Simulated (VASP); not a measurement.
# Ta (I4/mmm) in VASP: further runs

The runs below take Ta through single point, with LDA.

Everything below comes from runs of VASP 6.6.1. Logs are shortened: lines on timing, memory, paths and dates and some standing lists are left out, and cuts for length are marked.

### 1 The cell of the first run

It takes space group I4/mmm (No. 139, tetragonal). Conventional cell: a = 3.707 Å, b = 3.707 Å, c = 2.621 Å, α = 90.00°, β = 90.00°, γ = 90.00°. Within 3.5 Å of Ta (site symmetry 4/mmm) lie 10 Ta at 2.62 to 2.93 Å.

### 2 Single point, LDA

INCAR reads:

```
ALGO = Fast
EDIFF = 1E-6
ENCUT = 520
GGA = CA
ISIF = 2
ISMEAR = 1
LASPH = T
LCHARG = F
LREAL = F
LWAVE = F
NBANDS = 12
NELM = 60
PREC = Accurate
SIGMA = 0.02
```

KPOINTS reads:

```
k-points
0
Gamma
  22 22 22
```

POSCAR reads:

```
Ta
1.0
   -1.8535924404      1.8535924404      1.3104898553
    1.8535924404     -1.8535924404      1.3104898553
    1.8535924404      1.8535924404     -1.3104898553
Ta
1
Direct
    0.0000000000      0.0000000000      0.0000000000
```

Potentials or basis: VASP PAW LDA potentials, release 64 (Ta_pv).

Command:

```bash
> cat potpaw_LDA.64/Ta_pv/POTCAR > POTCAR
> mpirun -np 1 vasp_std > vasp.out
```

OUTCAR:

```text
EDIFF = 1E-6
   ENCUT = 520
   GGA = CA
   ISIF = 2
   ISMEAR = 1
   LASPH = T
   LREAL = F
   NELM = 60
   PREC = Accurate

 ion  position               nearest neighbor table
   1  0.000  0.000  0.000-

  LATTYP: Found a body centered tetragonal cell.
 ALAT       =     3.7071848808
 C/A-ratio  =     0.7070000000

  Lattice vectors:

 A1 = (  -1.8535924404,   1.8535924404,   1.3104898553)
 A2 = (   1.8535924404,  -1.8535924404,   1.3104898553)
 A3 = (   1.8535924404,   1.8535924404,  -1.3104898553)

Analysis of symmetry for initial positions (statically):
=====================================================================
 Subroutine PRICEL returns:
 Original cell was already a primitive cell.

 Routine SETGRP: Setting up the symmetry group for a
 body centered tetragonal supercell.

 Subroutine GETGRP returns: Found 16 space group operations
 (whereof 16 operations were pure point group operations)
 out of a pool of 16 trial point group operations.

The static configuration has the point symmetry D_4h.

Analysis of symmetry for dynamics (positions and initial velocities):
=====================================================================
 Subroutine PRICEL returns:
 Original cell was already a primitive cell.

 Routine SETGRP: Setting up the symmetry group for a
 body centered tetragonal supercell.

 Subroutine GETGRP returns: Found 16 space group operations
 (whereof 16 operations were pure point group operations)
 out of a pool of 16 trial point group operations.

The dynamic configuration has the point symmetry D_4h.

 Subroutine INISYM returns: Found 16 space group operations
 (whereof 16 operations are pure point group operations),
 and found     1 'primitive' translations

----------------------------------------------------------------------------------------

                                     Primitive cell

  volume of cell :      18.0104

  direct lattice vectors                    reciprocal lattice vectors
    -1.853592440  1.853592440  1.310489855     0.000000000  0.269746460  0.381536719
     1.853592440 -1.853592440  1.310489855     0.269746460  0.000000000  0.381536719
     1.853592440  1.853592440 -1.310489855     0.269746460  0.269746460  0.000000000

  length of vectors
     2.930698472  2.930698472  2.930698472     0.467261620  0.467261620  0.381479103

  position of ions in fractional coordinates (direct lattice)
     0.000000000  0.000000000  0.000000000

  ion indices of the primitive-cell ions
   primitive index   ion index
[... 77 lines left out ...]
   IBRION =     -1    ionic relax: 0-MD 1-quasi-New 2-CG
   NFREE  =      0    steps in history (QN), initial steepest desc. (CG)
   ISIF   =      2    stress and relaxation
   ISYM   =      2    0-nonsym 1-usesym 2-fastsym
   POTIM  = 0.5000    time-step for ionic-motion
   TEBEG  =    0.0;   TEEND  =   0.0 temperature during run
   PSTRESS=    0.0 pullay stress
   NELECT =      11.0000    total number of electrons
   NUPDOWN=      -1.0000    fix difference up-down
   EMIN   =  10.00;   EMAX   =-10.00  energy-range for DOS
   EFERMI =   0.00;   METHOD = LEGACY
   ISMEAR =     1;   SIGMA  =   0.02  broadening in eV -4-tet -1-fermi 0-gaus
   EFERMI_NEDOS =   21; number of points for ismear=-14 and -15
   IALGO  =     68    algorithm
   IMIX   =      4    mixing-type and parameters
     AMIX     =   0.40;   BMIX     =  1.00
     AMIX_MAG =   1.60;   BMIX_MAG =  1.00
  volume/ion in A,a.u.               =      18.01       121.54
  Fermi-wavevector in a.u.,A,eV,Ry     =   1.388988  2.624806 26.249534  1.929286
  Thomas-Fermi vector in A             =   2.513061
   LORBIT       =      0    0 simple, 1 ext, 2 COOP (PROOUT), +10 PAW based schemes
   GGA     = CA    functional components
   LHFCALC =     F    Hartree Fock is set to
   AEXX    =    0.0000 exact exchange contribution
   IVDW    =     0    specifies the selected vdW correction
   LEPSILON=     F    determine dielectric tensor
   LRPA    =     F    only Hartree local field effects (RPA)
 non-spin polarized calculation
 RMM-DIIS sequential band-by-band and
 Methfessel and Paxton  Order N= 1 SIGMA  =   0.02
  energy-cutoff  :      520.00
  volume of cell :       18.01
 maximum number of plane-waves:       499
 NGX is ok and might be reduce to    24
   NGX = 11   NGY = 11   NGZ = 11

 number of electron      11.0000001 magnetization

 Free energy of the ion-electron system (eV)
  ---------------------------------------------------
  ext. energy  EPLUGINS =         0.00000000
  ---------------------------------------------------
  free energy    TOTEN  =       -12.43336735 eV

  energy without entropy =      -12.43331527  energy(sigma->0) =      -12.43334999

 E-fermi :   5.7168     XC(G=0): -12.7354

 val. band max:        5.7156115466   @ k =  -0.2273   0.5000   0.1364
 cond. band min:       5.7177076694   @ k =  -0.3636  -0.3636   0.2273
 fundamental gap:      0.0020961228
 Fermi energy:         5.7168136752

 k-point     1 :       0.0000    0.0000    0.0000
  band No.  band energies     occupation
      1     -27.5794      2.00000
      2     -27.5794      2.00000
      3     -26.9198      2.00000
      4      -2.3754      2.00000
      5       3.7366      2.00000
      6       5.3851      2.00000
      7       9.0811      0.00000
      8       9.0811      0.00000
      9      11.0906      0.00000
     10      19.1768      0.00000
     11      19.1768      0.00000
     12      19.2205      0.00000
[... 331 lines left out ...]
 k-point    24 :      -0.4545    0.0455   -0.0000
  band No.  band energies     occupation
      1     -28.8036      2.00000
      2     -27.8146      2.00000
      3     -27.7067      2.00000
      4       1.3086      2.00000
      5       3.0035      2.00000
      6       7.8720      0.00000
      7       8.7624      0.00000
      8      11.4342      0.00000
      9      12.3312      0.00000
     10      16.9765      0.00000
     11      19.2217      0.00000
     12      20.1165      0.00000

 [... further k-points ...]
[... 5 lines left out ...]
  --------------------------------------------------------------------------------------
  -------------------------------------------------------------------------------------
  Total       -0.7348303     -0.7348303      1.3996571      0.0000000      0.0000000      0.0000000
  in kB      -65.3695514    -65.3695514    124.5116719      0.0000000      0.0000000      0.0000000
  external PRESSURE =      -2.0758103 kB  Pullay stress =       0.0000000 kB

 VOLUME and BASIS-vectors are now :
 -----------------------------------------------------------------------------
  energy-cutoff  :      520.00
  volume of cell :       18.01
      direct lattice vectors                 reciprocal lattice vectors
    -1.853592440  1.853592440  1.310489855     0.000000000  0.269746460  0.381536719
     1.853592440 -1.853592440  1.310489855     0.269746460  0.000000000  0.381536719
     1.853592440  1.853592440 -1.310489855     0.269746460  0.269746460  0.000000000

 POSITION                                       TOTAL-FORCE (eV/Angst)
 -----------------------------------------------------------------------------------
      0.00000      0.00000      0.00000         0.000000      0.000000      0.000000
 -----------------------------------------------------------------------------------
    total drift:                                0.000000      0.000000      0.000000

  FREE ENERGIE OF THE ION-ELECTRON SYSTEM (eV)
  ---------------------------------------------------
  free  energy   TOTEN  =       -12.4333673482 eV

  energy  without entropy=      -12.4333152731  energy(sigma->0) =      -12.43334999
```

OSZICAR:

```text
N       E                     dE             d eps       ncg     rms          rms(c)
DAV:   1     0.607468343411E+02    0.60747E+02   -0.61145E+03 20112   0.876E+02
DAV:   2    -0.117879666544E+02   -0.72535E+02   -0.70544E+02 22436   0.243E+02
DAV:   3    -0.128443262927E+02   -0.10564E+01   -0.10443E+01 23932   0.276E+01
DAV:   4    -0.128471050409E+02   -0.27787E-02   -0.27787E-02 21968   0.159E+00
DAV:   5    -0.128471137143E+02   -0.86734E-05   -0.86735E-05 23376   0.857E-02    0.141E+01
RMM:   6    -0.125364128617E+02    0.31070E+00   -0.19876E-01 21570   0.361E+00    0.703E+00
RMM:   7    -0.124343311108E+02    0.10208E+00   -0.21584E-01 22896   0.368E+00    0.408E-01
RMM:   8    -0.124333195872E+02    0.10115E-02   -0.91479E-03 24912   0.952E-01    0.223E-01
RMM:   9    -0.124333900223E+02   -0.70435E-04   -0.10038E-03 25612   0.312E-01    0.653E-02
RMM:  10    -0.124333668867E+02    0.23136E-04   -0.13813E-04 25252   0.123E-01    0.749E-03
RMM:  11    -0.124333673588E+02   -0.47200E-06   -0.19586E-05 25580   0.453E-02    0.621E-03
RMM:  12    -0.124333673482E+02    0.10566E-07   -0.16131E-06 20493   0.124E-02
   1 F= -.12433367E+02 E0= -.12433350E+02  d E =-.520751E-04
```

Wall time 93 s (1 thread of Intel Xeon 6975P-C, shared host); peak memory 0.28 GiB.

Results:

```yaml
Free_energy: -12.4334 eV
Pressure: -0.2 GPa
```

Stress tensor (GPa, compression positive):
```
-6.54  0.00  0.00
 0.00 -6.54  0.00
 0.00  0.00 12.45
```

Levels at points of the mesh, in eV from the Fermi level:
```
           k point  band 2  band 3  band 4  band 5  band 6  band 7  band 8  band 9  band 10  band 11
(0.00, 0.00, 0.00)  -33.30  -32.64   -8.09   -1.98   -0.33    3.36    3.36    5.37    13.46    13.46
(0.50, 0.00, 0.00)  -33.53  -33.43   -4.51   -2.91    2.93    2.98    6.18    7.18    11.96    13.63
(0.50, 0.50, 0.00)  -33.21  -32.79   -4.90   -0.37   -0.03    2.41    2.60    7.39     9.91    13.51
(0.50, 0.50, 0.50)  -34.17  -32.95   -4.48   -3.93    5.71    5.71    6.89    6.89     7.30    14.34
```

Caveat: spin-orbit coupling is left out, which moves the levels of the heavy elements.

### 3 Single point, LDA

INCAR reads:

```
PREC = Accurate
ENCUT = 520
EDIFF = 1E-7
ISMEAR = 1
SIGMA = 0.02
LREAL = False
LASPH = True
NELM = 100
ALGO = Fast
ISIF = 2
LWAVE = False
LCHARG = False
NBANDS = 12
```

KPOINTS reads:

```
regular mesh
0
Gamma
  22 22 22
```

POSCAR reads:

```
Ta
1.0
   -1.7432021208      1.7432021208      1.4817218027
    1.7432021208     -1.7432021208      1.4817218027
    1.7432021208      1.7432021208     -1.4817218027
Ta
1
Direct
    0.0000000000      0.0000000000      0.0000000000
```

Potentials or basis: VASP PAW LDA potentials, release 64 (Ta_pv).

Command:

```bash
> cat potpaw_LDA.64/Ta_pv/POTCAR > POTCAR
> mpirun -np 1 vasp_std > vasp.out
```

OUTCAR:

```text
PREC = Accurate
   ENCUT = 520
   EDIFF = 1E-7
   ISMEAR = 1
   LREAL = False
   LASPH = True
   NELM = 100
   ISIF = 2

 ion  position               nearest neighbor table
   1  0.000  0.000  0.000-

  LATTYP: Found a body centered tetragonal cell.
 ALAT       =     3.4864042416
 C/A-ratio  =     0.8500000000

  Lattice vectors:

 A1 = (  -1.7432021208,   1.7432021208,   1.4817218027)
 A2 = (   1.7432021208,  -1.7432021208,   1.4817218027)
 A3 = (   1.7432021208,   1.7432021208,  -1.4817218027)

[... 540 lines left out ...]

 [... further k-points ...]

------------------------ aborting loop because EDIFF is reached ----------------------------------------

  FORCE on cell =-STRESS in cart. coord.  units (eV):
  Direction    XX          YY          ZZ          XY          YZ          ZX
  --------------------------------------------------------------------------------------
  -------------------------------------------------------------------------------------
  Total       -1.1491677     -1.1491677      0.2771553      0.0000000     -0.0000000      0.0000000
  in kB     -102.2284691   -102.2284691     24.6553719      0.0000000     -0.0000000      0.0000000
  external PRESSURE =     -59.9338554 kB  Pullay stress =       0.0000000 kB

 VOLUME and BASIS-vectors are now :
 -----------------------------------------------------------------------------
  energy-cutoff  :      520.00
  volume of cell :       18.01
      direct lattice vectors                 reciprocal lattice vectors
    -1.743202121  1.743202121  1.481721803     0.000000000  0.286828472  0.337445261
     1.743202121 -1.743202121  1.481721803     0.286828472  0.000000000  0.337445261
     1.743202121  1.743202121 -1.481721803     0.286828472  0.286828472  0.000000000

 POSITION                                       TOTAL-FORCE (eV/Angst)
 -----------------------------------------------------------------------------------
      0.00000      0.00000      0.00000        -0.000000     -0.000000      0.000000
 -----------------------------------------------------------------------------------
    total drift:                               -0.000000      0.000000      0.000000

  FREE ENERGIE OF THE ION-ELECTRON SYSTEM (eV)
  ---------------------------------------------------
  free  energy   TOTEN  =       -12.7300996996 eV

  energy  without entropy=      -12.7301250405  energy(sigma->0) =      -12.73010815
```

OSZICAR:

```text
N       E                     dE             d eps       ncg     rms          rms(c)
DAV:   1     0.603885301885E+02    0.60389E+02   -0.60964E+03 20084   0.874E+02
DAV:   2    -0.121677589971E+02   -0.72556E+02   -0.70667E+02 22520   0.244E+02
DAV:   3    -0.132178491494E+02   -0.10501E+01   -0.10393E+01 23840   0.275E+01
DAV:   4    -0.132206327989E+02   -0.27836E-02   -0.27834E-02 22024   0.158E+00
DAV:   5    -0.132206414649E+02   -0.86661E-05   -0.86661E-05 23496   0.844E-02    0.135E+01
RMM:   6    -0.128444095293E+02    0.37623E+00   -0.26026E-01 21236   0.405E+00    0.647E+00
RMM:   7    -0.127313551838E+02    0.11305E+00   -0.25569E-01 22571   0.387E+00    0.326E-01
RMM:   8    -0.127300643823E+02    0.12908E-02   -0.93077E-03 24623   0.893E-01    0.225E-01
RMM:   9    -0.127301122373E+02   -0.47855E-04   -0.10283E-03 25293   0.289E-01    0.504E-02
RMM:  10    -0.127300988097E+02    0.13428E-04   -0.12820E-04 25560   0.111E-01    0.112E-02
RMM:  11    -0.127300994378E+02   -0.62807E-06   -0.18348E-05 26159   0.413E-02    0.422E-03
RMM:  12    -0.127300996460E+02   -0.20824E-06   -0.24894E-06 25292   0.133E-02    0.314E-03
RMM:  13    -0.127300996996E+02   -0.53590E-07   -0.56560E-07 22045   0.626E-03
   1 F= -.12730100E+02 E0= -.12730108E+02  d E =0.253409E-04
```

Run time: 1.7 min. Hardware: 1 thread of Intel Xeon 6975P-C, shared host; peak memory 0.28 GiB.

What came out:

| Property | Result |
| --- | --- |
| Free energy | -12.7301 eV |
| Pressure | -6.0 GPa |

Stress tensor (GPa, compression positive):
```
-10.22   0.00   0.00
  0.00 -10.22   0.00
  0.00   0.00   2.47
```

Caveat: spin-orbit coupling is left out, which moves the levels of the heavy elements.
